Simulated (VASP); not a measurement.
# Be3Sb2 (P-4m2) in VASP: further runs, part 2 of 2

VASP 6.6.1.

**4. Single point, PBE**

This run uses another cell than the first one, of 18.98 Å³/atom, 1.002 times its volume.

Contents of INCAR:

```
PREC     = Accurate       # precision mode
ENCUT    = 520            # plane-wave cutoff, eV
EDIFF    = 1E-6           # SCF threshold, eV
ISMEAR   = 0              # smearing method
SIGMA    = 0.1            # smearing width, eV
LREAL    = False          # projectors in reciprocal space
LASPH    = True           # aspherical terms in the spheres
NELM     = 100            # most SCF steps
ALGO     = Normal         # electronic algorithm
ISIF     = 2              # what is computed and relaxed
LWAVE    = False          # write WAVECAR
LCHARG   = True           # write CHGCAR
GGA      = PE             # functional
LELF     = True           # ELF
LVHAR    = True         
NBANDS   = 16             # bands
```

Contents of KPOINTS:

```
Automatic mesh
0
Gamma
  4 4 4
```

Contents of POSCAR:

```
Be3Sb2
1.0
    4.0159845952      0.0000000000      0.0000000000
    0.0000000000      4.0159845952      0.0000000000
    0.0000000000      0.0000000000      5.8834553350
Be Sb
3 2
Direct
    0.0000000000      0.0000000000      0.0000000000
    0.5000000000      0.5000000000      0.5000000000
    0.0000000000      0.0000000000      0.5000000000
    0.5000000000      0.0000000000      0.7565739263
    0.0000000000      0.5000000000      0.2434260737
```

Potentials or basis: VASP PAW PBE potentials, release 64 (Be, Sb).

Launch:

```sh
> cat potpaw_PBE.64/Be/POTCAR potpaw_PBE.64/Sb/POTCAR > POTCAR
> mpirun -np 1 vasp_std > vasp.out
```

OUTCAR:

```text
PREC = Accurate
   ENCUT = 520
   EDIFF = 1E-6
   ISMEAR = 0
   LREAL = False
   LASPH = True
   NELM = 100
   ISIF = 2
   GGA = PE

 ion  position               nearest neighbor table
   1  0.000  0.000  0.000-   4 2.47   5 2.47   5 2.47   4 2.47
   2  0.500  0.500  0.500-   4 2.51   5 2.51   4 2.51   5 2.51
   3  0.000  0.000  0.500-   4 2.51   5 2.51   5 2.51   4 2.51
   4  0.500  0.000  0.757-   1 2.47   1 2.47   3 2.51   2 2.51   2 2.51   3 2.51
   5  0.000  0.500  0.243-   1 2.47   1 2.47   3 2.51   2 2.51   3 2.51   2 2.51

  LATTYP: Found a simple tetragonal cell.
 ALAT       =     4.0159845952
 C/A-ratio  =     1.4650094380

  Lattice vectors:

 A1 = (   4.0159845952,   0.0000000000,   0.0000000000)
 A2 = (   0.0000000000,   4.0159845952,   0.0000000000)
 A3 = (   0.0000000000,   0.0000000000,   5.8834553350)

Analysis of symmetry for initial positions (statically):
=====================================================================
 Subroutine PRICEL returns:
 Original cell was already a primitive cell.

 Routine SETGRP: Setting up the symmetry group for a
 simple tetragonal supercell.

 Subroutine GETGRP returns: Found  8 space group operations
 (whereof  8 operations were pure point group operations)
 out of a pool of 16 trial point group operations.

The static configuration has the point symmetry D_2d.

Analysis of symmetry for dynamics (positions and initial velocities):
=====================================================================
 Subroutine PRICEL returns:
 Original cell was already a primitive cell.

 Routine SETGRP: Setting up the symmetry group for a
 simple tetragonal supercell.

 Subroutine GETGRP returns: Found  8 space group operations
 (whereof  8 operations were pure point group operations)
 out of a pool of 16 trial point group operations.

[... 119 lines left out ...]
     AMIX_MAG =   1.60;   BMIX_MAG =  1.00
  volume/ion in A,a.u.               =      18.98       128.07
  Fermi-wavevector in a.u.,A,eV,Ry     =   0.904432  1.709129 11.129531  0.817997
  Thomas-Fermi vector in A             =   2.027878
   LORBIT       =      0    0 simple, 1 ext, 2 COOP (PROOUT), +10 PAW based schemes
   GGA     = PE    functional components
   LHFCALC =     F    Hartree Fock is set to
   AEXX    =    0.0000 exact exchange contribution
   IVDW    =     0    specifies the selected vdW correction
   LEPSILON=     F    determine dielectric tensor
   LRPA    =     F    only Hartree local field effects (RPA)
 non-spin polarized calculation
 Gauss-broadening in eV      SIGMA  =   0.10
  energy-cutoff  :      520.00
  volume of cell :       94.89
 maximum number of plane-waves:      2606
 NGX is ok and might be reduce to    30
   NGX = 15   NGY = 15   NGZ = 21

 number of electron      16.0000000 magnetization

 Free energy of the ion-electron system (eV)
  ---------------------------------------------------
  ext. energy  EPLUGINS =         0.00000000
  ---------------------------------------------------
  free energy    TOTEN  =       -17.95443259 eV

  energy without entropy =      -17.95119698  energy(sigma->0) =      -17.95281479

 E-fermi :   6.3527     XC(G=0):  -9.3240

 val. band max:        6.1764841906   @ k =   0.0000   0.0000   0.0000
 cond. band min:       6.3872020862   @ k =   0.5000   0.5000   0.2500
 fundamental gap:      0.2107178956
 Fermi energy:         6.3526500920

 k-point     1 :       0.0000    0.0000    0.0000
  band No.  band energies     occupation
      1      -5.7578      2.00000
      2      -3.4802      2.00000
      3       0.1495      2.00000
      4       2.8234      2.00000
      5       2.8234      2.00000
      6       6.1765      1.98727
[... 319 lines left out ...]
      3       0.3651      2.00000
      4       0.4846      2.00000
      5       1.5164      2.00000
      6       2.1266      2.00000
[... 8 lines left out ...]
     15      10.8509      0.00000
     16      11.5199      0.00000

------------------------ aborting loop because EDIFF is reached ----------------------------------------

  FORCE on cell =-STRESS in cart. coord.  units (eV):
  Direction    XX          YY          ZZ          XY          YZ          ZX
  --------------------------------------------------------------------------------------
  -------------------------------------------------------------------------------------
  Total        0.1793585      0.1793585      0.2204847      0.0000000      0.0000000      0.0000000
  in kB        3.0284185      3.0284185      3.7228232      0.0000000      0.0000000      0.0000000
  external PRESSURE =       3.2598867 kB  Pullay stress =       0.0000000 kB

 VOLUME and BASIS-vectors are now :
 -----------------------------------------------------------------------------
  energy-cutoff  :      520.00
  volume of cell :       94.89
      direct lattice vectors                 reciprocal lattice vectors
     4.015984595  0.000000000  0.000000000     0.249004939  0.000000000  0.000000000
     0.000000000  4.015984595  0.000000000     0.000000000  0.249004939  0.000000000
     0.000000000  0.000000000  5.883455335     0.000000000  0.000000000  0.169968147

 POSITION                                       TOTAL-FORCE (eV/Angst)
 -----------------------------------------------------------------------------------
      0.00000      0.00000      0.00000        -0.000000     -0.000000      0.000000
      2.00799      2.00799      2.94173        -0.000000      0.000000      0.000000
      0.00000      0.00000      2.94173         0.000000     -0.000000      0.000000
      2.00799      0.00000      4.45127        -0.000000     -0.000000      0.032697
      0.00000      2.00799      1.43219         0.000000     -0.000000     -0.032697
 -----------------------------------------------------------------------------------
    total drift:                                0.000000     -0.000000     -0.000000

  FREE ENERGIE OF THE ION-ELECTRON SYSTEM (eV)
  ---------------------------------------------------
  free  energy   TOTEN  =       -17.9544325911 eV

  energy  without entropy=      -17.9511969842  energy(sigma->0) =      -17.95281479
```

OSZICAR:

```text
N       E                     dE             d eps       ncg     rms          rms(c)
DAV:   1     0.464198559210E+02    0.46420E+02   -0.55284E+03   576   0.798E+02
DAV:   2    -0.150793514062E+02   -0.61499E+02   -0.55522E+02   744   0.128E+02
DAV:   3    -0.181179037020E+02   -0.30386E+01   -0.30035E+01   792   0.332E+01
DAV:   4    -0.181490589255E+02   -0.31155E-01   -0.31125E-01   688   0.396E+00
DAV:   5    -0.181496034061E+02   -0.54448E-03   -0.54446E-03   816   0.557E-01    0.529E+00
DAV:   6    -0.179891779988E+02    0.16043E+00   -0.10779E-01   736   0.182E+00    0.323E+00
DAV:   7    -0.179532632301E+02    0.35915E-01   -0.12451E-01   752   0.179E+00    0.569E-01
DAV:   8    -0.179538058001E+02   -0.54257E-03   -0.11283E-02   728   0.624E-01    0.828E-02
DAV:   9    -0.179542257541E+02   -0.41995E-03   -0.11135E-03   736   0.189E-01    0.449E-02
DAV:  10    -0.179544001449E+02   -0.17439E-03   -0.15575E-04   688   0.681E-02    0.184E-02
DAV:  11    -0.179544299661E+02   -0.29821E-04   -0.33725E-05   744   0.311E-02    0.576E-03
DAV:  12    -0.179544319889E+02   -0.20228E-05   -0.38365E-06   712   0.107E-02    0.181E-03
DAV:  13    -0.179544325911E+02   -0.60225E-06   -0.36300E-07   568   0.335E-03
   1 F= -.17954433E+02 E0= -.17952815E+02  d E =-.323561E-02
```

stdout:

```text
POSCAR found type information on POSCAR BeSb
 POSCAR found :  2 types and       5 ions
 scaLAPACK will be used
 LDA part: xc-table for (Slater+PW92), standard interpolation
 POSCAR, INCAR and KPOINTS ok, starting setup
 FFT: planning ... GRIDC
 FFT: planning ... GRID_SOFT
 FFT: planning ... GRID
 WAVECAR not read
 entering main loop
```

Run time: 23 s. Hardware: 1 thread of Intel Xeon Platinum 8375C at 2.90GHz (Ice Lake), shared host; peak memory 0.2 GiB.

What came out:

| Item | Value |
| --- | --- |
| Free energy | -17.9544 eV |
| Pressure | 0.3 GPa |
| Largest force | 0.033 eV/Å |
| Band gap on the k mesh | zero (band 8 reaches 6.43 eV, above the bottom of band 9 at 5.45 eV) |

Forces on the atoms (eV/Å):
```
Be   0.000  0.000  0.000
Be   0.000  0.000  0.000
Be   0.000  0.000  0.000
Sb   0.000  0.000  0.033
Sb   0.000  0.000 -0.033
```

Caveat: the k points lie up to 0.39 Å⁻¹ apart; spin-orbit coupling is left out, which moves the levels of the heavy elements.

**5. Relaxation of cell and atoms, PBE**

This run uses another cell than the first one, of 21.67 Å³/atom, 1.144 times its volume.

Contents of INCAR:

```
PREC = Accurate
ENCUT = 600
EDIFF = 1E-6
ISMEAR = 0
SIGMA = 0.1
LREAL = F
LASPH = T
NELM = 100
ALGO = Normal
ISIF = 3
LWAVE = F
LCHARG = F
GGA = PE
IBRION = 2
NSW = 90
EDIFFG = -0.04
```

KPOINTS is that of step 4.

Contents of POSCAR:

```
Be3Sb2
1.0
    4.2474152100      0.0000000000      0.0000000000
    0.0000000000      4.2474152100      0.0000000000
    0.0000000000      0.0000000000      6.0067522000
Be Sb
3 2
Direct
    0.0000000000      0.0000000000      0.0000000000
    0.5000000000      0.5000000000      0.5000000000
    0.0000000000      0.0000000000      0.5000000000
    0.5000000000      0.0000000000      0.7500000000
    0.0000000000      0.5000000000      0.2500000000
```

Potentials or basis: VASP PAW PBE potentials, release 64 (Be, Sb).

Launch:

```sh
> cat potpaw_PBE.64/Be/POTCAR potpaw_PBE.64/Sb/POTCAR > POTCAR
> mpirun -np 1 vasp_std > vasp.out
```

OUTCAR:

```text
PREC = Accurate
   ENCUT = 600
   EDIFF = 1E-6
   ISMEAR = 0
   LREAL = F
   LASPH = T
   NELM = 100
   ISIF = 3
   GGA = PE
   IBRION = 2
   NSW = 90
   EDIFFG = -0.04

 ion  position               nearest neighbor table
   1  0.000  0.000  0.000-   4 2.60   5 2.60   5 2.60   4 2.60
   2  0.500  0.500  0.500-   4 2.60   5 2.60   4 2.60   5 2.60
   3  0.000  0.000  0.500-   4 2.60   5 2.60   5 2.60   4 2.60
   4  0.500  0.000  0.750-   1 2.60   2 2.60   3 2.60   2 2.60   1 2.60   3 2.60
   5  0.000  0.500  0.250-   1 2.60   2 2.60   3 2.60   1 2.60   3 2.60   2 2.60

  LATTYP: Found a simple tetragonal cell.
 ALAT       =     4.2474152100
 C/A-ratio  =     1.4142135635

  Lattice vectors:

 A1 = (   4.2474152100,   0.0000000000,   0.0000000000)
 A2 = (   0.0000000000,   4.2474152100,   0.0000000000)
 A3 = (   0.0000000000,   0.0000000000,   6.0067522000)

Analysis of symmetry for initial positions (statically):
=====================================================================
 Subroutine PRICEL returns:
 Original cell was already a primitive cell.

 Routine SETGRP: Setting up the symmetry group for a
 simple tetragonal supercell.

 Subroutine GETGRP returns: Found  8 space group operations
 (whereof  8 operations were pure point group operations)
 out of a pool of 16 trial point group operations.

The static configuration has the point symmetry D_2d.

Analysis of symmetry for dynamics (positions and initial velocities):
=====================================================================
 Subroutine PRICEL returns:
 Original cell was already a primitive cell.

 Routine SETGRP: Setting up the symmetry group for a
 simple tetragonal supercell.

 Subroutine GETGRP returns: Found  8 space group operations
 (whereof  8 operations were pure point group operations)
 out of a pool of 16 trial point group operations.
[... 109 lines left out ...]
   TEBEG  =    0.0;   TEEND  =   0.0 temperature during run
   PSTRESS=    0.0 pullay stress
   NELECT =      16.0000    total number of electrons
   NUPDOWN=      -1.0000    fix difference up-down
   EMIN   =  10.00;   EMAX   =-10.00  energy-range for DOS
   EFERMI =   0.00;   METHOD = LEGACY
   ISMEAR =     0;   SIGMA  =   0.10  broadening in eV -4-tet -1-fermi 0-gaus
   EFERMI_NEDOS =   21; number of points for ismear=-14 and -15
   IALGO  =     38    algorithm
   IMIX   =      4    mixing-type and parameters
     AMIX     =   0.40;   BMIX     =  1.00
     AMIX_MAG =   1.60;   BMIX_MAG =  1.00
  volume/ion in A,a.u.               =      21.67       146.26
  Fermi-wavevector in a.u.,A,eV,Ry     =   0.865270  1.635124 10.186581  0.748693
  Thomas-Fermi vector in A             =   1.983489
   LORBIT       =      0    0 simple, 1 ext, 2 COOP (PROOUT), +10 PAW based schemes
   GGA     = PE    functional components
   LHFCALC =     F    Hartree Fock is set to
   AEXX    =    0.0000 exact exchange contribution
   IVDW    =     0    specifies the selected vdW correction
   LEPSILON=     F    determine dielectric tensor
   LRPA    =     F    only Hartree local field effects (RPA)
 conjugate gradient relaxation of ions
 non-spin polarized calculation
 Gauss-broadening in eV      SIGMA  =   0.10
  energy-cutoff  :      600.00
  volume of cell :      108.37
 maximum number of plane-waves:      3648
 NGX is ok and might be reduce to    36
   NGX = 17   NGY = 17   NGZ = 23

--------------------------------------- Ionic step        1  -------------------------------------------

 number of electron      16.0000001 magnetization

 Free energy of the ion-electron system (eV)
  ---------------------------------------------------
  ext. energy  EPLUGINS =         0.00000000
  ---------------------------------------------------
  free energy    TOTEN  =       -17.66265808 eV

  energy without entropy =      -17.65812215  energy(sigma->0) =      -17.66039012

------------------------ aborting loop because EDIFF is reached ----------------------------------------

  FORCE on cell =-STRESS in cart. coord.  units (eV):
  Direction    XX          YY          ZZ          XY          YZ          ZX
  --------------------------------------------------------------------------------------
  -------------------------------------------------------------------------------------
  Total       -4.4770392     -4.4770392     -3.5761139      0.0000000      0.0000000      0.0000000
  in kB      -66.1930403    -66.1930403    -52.8728557      0.0000000      0.0000000      0.0000000
  external PRESSURE =     -61.7529787 kB  Pullay stress =       0.0000000 kB
[... 221 lines left out ...]
--------------------------------------- Ionic step        7  -------------------------------------------

 number of electron      16.0000000 magnetization

 Free energy of the ion-electron system (eV)
  ---------------------------------------------------
  ext. energy  EPLUGINS =         0.00000000
  ---------------------------------------------------
  free energy    TOTEN  =       -17.95477588 eV

  energy without entropy =      -17.95139460  energy(sigma->0) =      -17.95308524

 E-fermi :   6.3147     XC(G=0):  -9.3090

 val. band max:        6.1636554750   @ k =   0.0000   0.0000   0.0000
 cond. band min:       6.3605081299   @ k =   0.5000   0.5000   0.2500
 fundamental gap:      0.1968526548
 Fermi energy:         6.3147293021

 k-point     1 :       0.0000    0.0000    0.0000
  band No.  band energies     occupation
      1      -5.7693      2.00000
      2      -3.4896      2.00000
      3       0.1455      2.00000
      4       2.7751      2.00000
      5       2.7751      2.00000
      6       6.1637      1.96736
      7       6.3760      0.38583
      8       6.3760      0.38583
      9       6.5514      0.00082
     10       6.6841      0.00000
     11       7.8942      0.00000
     12       7.8942      0.00000
[... 285 lines left out ...]
  FREE ENERGIE OF THE ION-ELECTRON SYSTEM (eV)
  ---------------------------------------------------
  free  energy   TOTEN  =       -17.9547758848 eV

  energy  without entropy=      -17.9513946002  energy(sigma->0) =      -17.95308524

 reached required accuracy - stopping structural energy minimisation
```

OSZICAR:

```text
N       E                     dE             d eps       ncg     rms          rms(c)
DAV:   1     0.553043408614E+02    0.55304E+02   -0.59945E+03   432   0.117E+03
DAV:   2    -0.123896478942E+02   -0.67694E+02   -0.63652E+02   512   0.165E+02
DAV:   3    -0.176693425242E+02   -0.52797E+01   -0.49705E+01   636   0.523E+01
[... 53 lines left out ...]
DAV:   2    -0.179548129637E+02    0.89788E-04   -0.52897E-04   508   0.180E-01    0.337E-02
DAV:   3    -0.179547805498E+02    0.32414E-04   -0.99222E-05   532   0.600E-02    0.101E-02
DAV:   4    -0.179547773894E+02    0.31604E-05   -0.52864E-06   488   0.180E-02    0.557E-03
DAV:   5    -0.179547758397E+02    0.15498E-05   -0.16985E-06   276   0.886E-03    0.211E-03
DAV:   6    -0.179547758848E+02   -0.45125E-07   -0.24759E-07   236   0.421E-03
   7 F= -.17954776E+02 E0= -.17953085E+02  d E =-.730791E-03
```

CONTCAR:

```text
Be3Sb2
   1.00000000000000
     4.0293538450859057    0.0000000000000000    0.0000000000000000
     0.0000000000000000    4.0293538450859057    0.0000000000000000
    -0.0000000000000000    0.0000000000000000    5.8695733843082989
  Be              Sb
     3     2
Direct
     0.0000000000000000    1.0000000000000000    0.0000000000000000
     0.5000000000000000    0.5000000000000000    0.5000000000000000
     0.0000000000000000    1.0000000000000000    0.5000000000000000
     0.5000000000000000    1.0000000000000000    0.7575043078417717
     0.0000000000000000    0.5000000000000000    0.2424956921582283

  0.00000000E+00  0.00000000E+00  0.00000000E+00
  0.00000000E+00  0.00000000E+00  0.00000000E+00
  0.00000000E+00  0.00000000E+00  0.00000000E+00
  0.00000000E+00  0.00000000E+00  0.00000000E+00
  0.00000000E+00  0.00000000E+00  0.00000000E+00
```

It took 88 s on 1 thread of Intel Xeon Platinum 8375C at 2.90GHz (Ice Lake), shared host; peak memory 0.26 GiB.

Results:

```
Free energy                            : -17.9548 eV
Relaxed volume                         : 19.06 Å³/atom
Relaxed cell                           : a = 4.029 Å, b = 4.029 Å, c = 5.870 Å, α = 90.00°, β = 90.00°, γ = 90.00°
Space group after relaxing (to 0.05 Å) : P-4m2 (No. 115)
Energy gained by relaxing              : 58.4 meV/atom
Ionic steps                            : 7
Pressure after relaxing                : 0.0 GPa
Largest force after relaxing           : 0.032 eV/Å
Band gap on the k mesh                 : zero (band 8 reaches 6.38 eV, above the bottom of band 9 at 5.41 eV)
```

Forces on the atoms (eV/Å):
```
Be   0.000  0.000  0.000
Be   0.000  0.000  0.000
Be   0.000  0.000  0.000
Sb   0.000  0.000 -0.032
Sb   0.000  0.000  0.032
```

The path:
| step | energy change (eV) | largest force (eV/Å) | pressure (GPa) | volume (Å³) |
| --- | --- | --- | --- | --- |
| 1 | 0.0000 | 0.0170 | -6.18 | 108.37 |
| 2 | -0.2679 | 0.4301 | 0.18 | 95.78 |
| 3 | -0.2680 | 0.4219 | 0.05 | 95.97 |
| 4 | -0.2842 | 0.2199 | 0.07 | 95.58 |
| 5 | -0.2914 | 0.0237 | 0.11 | 95.11 |
| 6 | -0.2914 | 0.0328 | 0.11 | 95.09 |
| 7 | -0.2921 | 0.0318 | -0.02 | 95.30 |

Final structure:
```
CELL_PARAMETERS angstrom
4.02935 0.00000 0.00000
0.00000 4.02935 0.00000
0.00000 0.00000 5.86957
ATOMIC_POSITIONS crystal
Be 0.00000 0.00000 0.00000
Be 0.50000 0.50000 0.50000
Be 0.00000 0.00000 0.50000
Sb 0.50000 0.00000 0.75750
Sb 0.00000 0.50000 0.24250
```

Caveat: the k points lie up to 0.39 Å⁻¹ apart in the final cell; spin-orbit coupling is left out, which moves the levels of the heavy elements.

**6. Summary**

| task | cell | k mesh | cutoff (eV) | gap on the mesh (eV) | pressure (GPa) | relaxed volume (Å³/atom) | largest force (eV/Å) |
| --- | --- | --- | --- | --- | --- | --- | --- |
| single point | a = 3.998, b = 3.998, c = 5.925 Å, 5 atoms | 10 × 10 × 6 | 520 | none | 0.4 | - | 0.03 |
| relaxation of cell and atoms | relaxed from a = 4.016, b = 4.016, c = 5.883 Å, 5 atoms | 10 × 10 × 6 | 600 | none | 0.0 | 19.03 | 0.01 |
| single point | a = 4.016, b = 4.016, c = 5.883 Å, 5 atoms | 4 × 4 × 4 | 520 | none | 0.3 | - | 0.03 |
| relaxation of cell and atoms | relaxed from a = 4.247, b = 4.247, c = 6.007 Å, 5 atoms | 4 × 4 × 4 | 600 | none | 0.0 | 19.06 | 0.03 |

Alike in all rows: level PBE; potentials or basis VASP PAW PBE potentials, release 64 (Be, Sb); no spin polarisation; smearing gaussian 0.1 eV.

Caveats: some runs use coarse meshes; spin-orbit coupling is left out, which moves the levels of the heavy elements.

Total energies depend on the potentials used, so only differences within one code and one set of settings carry meaning.
